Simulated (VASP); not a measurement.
**AgCl: single point with PBEsol**

The system is AgCl.

```
Ag Cl
1.0
     3.41773    0.00000    0.00000
     0.00000    3.41773    0.00000
     0.00000    0.00000    3.41773
Ag Cl
1 1
Direct
  0.00000 0.00000 0.00000
  0.50000 0.50000 0.50000
```

```
Program             : VASP 6.6.1
Task                : single point
Functional          : PBEsol
Potentials or basis : VASP PAW PBE potentials, release 64 (Ag, Cl)
Cutoff              : 520 eV
k mesh              : 12 × 12 × 12
Occupations         : gaussian, width 0.05 eV
Spin                : no spin polarisation
```

| Quantity | Value |
| --- | --- |
| Pressure | -4.1 GPa |
| Band gap on the k mesh | 0.41 eV, indirect (least direct gap 1.98 eV) |

Levels at points of the mesh, in eV from the valence-band top:
```
           k point  band 5  band 6  band 7  band 8  band 9  band 10  band 11  band 12  band 13  band 14
(0.00, 0.00, 0.00)   -1.83   -1.83   -1.57   -1.57   -1.57     0.41     9.28     9.28    13.60    13.60
(0.50, 0.00, 0.00)   -2.66   -1.78   -1.45    0.00    0.00     4.72     5.48     9.22     9.89     9.89
(0.50, 0.50, 0.00)   -2.15   -2.13   -2.13   -1.52   -0.91     2.66     8.83     8.83    10.48    13.68
(0.50, 0.50, 0.50)   -1.50   -1.50   -0.18   -0.18   -0.18     4.57     4.57     4.57     6.69    17.37
```

Run time: 27 s on 1 thread of Intel(R) Xeon(R) Platinum 8488C (Sapphire Rapids) (shared host), peak memory 0.19 GiB.

Caveat: the PAW data sets were made with another functional, which shifts forces and pressure a little. A k mesh can miss the band edges.
